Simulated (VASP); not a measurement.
# AlGaN2: single point with r2SCAN

AlGaN2:

```
Al Ga N
1.0
     3.19584    0.00000    0.00000
     0.00000    3.19584    0.00000
     0.00000    0.00000    4.42384
Al Ga N
1 1 2
Direct
  0.50000 0.50000 0.50000
  0.00000 0.00000 0.00000
  0.50000 0.00000 0.73826
  0.00000 0.50000 0.26174
```

This cell differs from its parent crystal: strain +0.0175 x Voigt [1, 1, 0, 0, 0, 0].

```
Program             : VASP 6.6.1
Task                : single point
Functional          : r2SCAN
Potentials or basis : VASP PAW PBE potentials, release 64 (Al, Ga_d, N)
Cutoff              : 520 eV
k mesh              : 8 × 8 × 6
Occupations         : gaussian, width 0.05 eV
Spin                : no spin polarisation
```

```
Pressure               : -6.7 GPa
Largest force          : 0.022 eV/Å
Band gap on the k mesh : 3.12 eV
```

Forces on the atoms (eV/Å):
```
Al   0.000  0.000  0.000
Ga   0.000  0.000  0.000
N    0.000  0.000 -0.022
N    0.000  0.000  0.022
```

Stress tensor (GPa, compression positive):
```
-7.53  0.00  0.00
 0.00 -7.53  0.00
 0.00  0.00 -5.05
```

Levels at points of the mesh, in eV from the valence-band top:
| k point | band 9 | band 10 | band 11 | band 12 | band 13 | band 14 | band 15 | band 16 | band 17 | band 18 |
| --- | --- | --- | --- | --- | --- | --- | --- | --- | --- | --- |
| (0.00, 0.00, 0.00) | -2.38 | -2.38 | -0.14 | 0.00 | 0.00 | 3.12 | 4.02 | 7.98 | 11.82 | 11.82 |
| (0.50, 0.00, 0.00) | -4.38 | -2.78 | -2.72 | -1.07 | -0.69 | 7.42 | 7.67 | 8.49 | 8.79 | 11.04 |
| (0.50, 0.50, 0.00) | -4.96 | -2.21 | -2.16 | -2.16 | -2.14 | 3.87 | 3.87 | 6.89 | 9.46 | 13.23 |
| (0.00, 0.00, 0.50) | -2.46 | -1.60 | -1.60 | -1.00 | -1.00 | 5.71 | 5.87 | 8.37 | 9.72 | 12.00 |
| (0.50, 0.00, 0.50) | -6.05 | -1.04 | -0.80 | -0.57 | -0.49 | 5.53 | 7.03 | 9.82 | 10.07 | 10.61 |
| (0.50, 0.50, 0.50) | -4.34 | -3.84 | -3.21 | -3.09 | -3.09 | 6.83 | 6.83 | 9.23 | 11.48 | 11.84 |

Run time: 2.8 min on 1 thread of Intel Xeon 8259CL, with other jobs on the host, peak memory 0.2 GiB.

Caveat: the cell differs from its parent crystal (strain +0.0175 x Voigt [1, 1, 0, 0, 0, 0]); the cell stands under tension; the PAW data sets were made with another functional, which shifts forces and pressure a little.
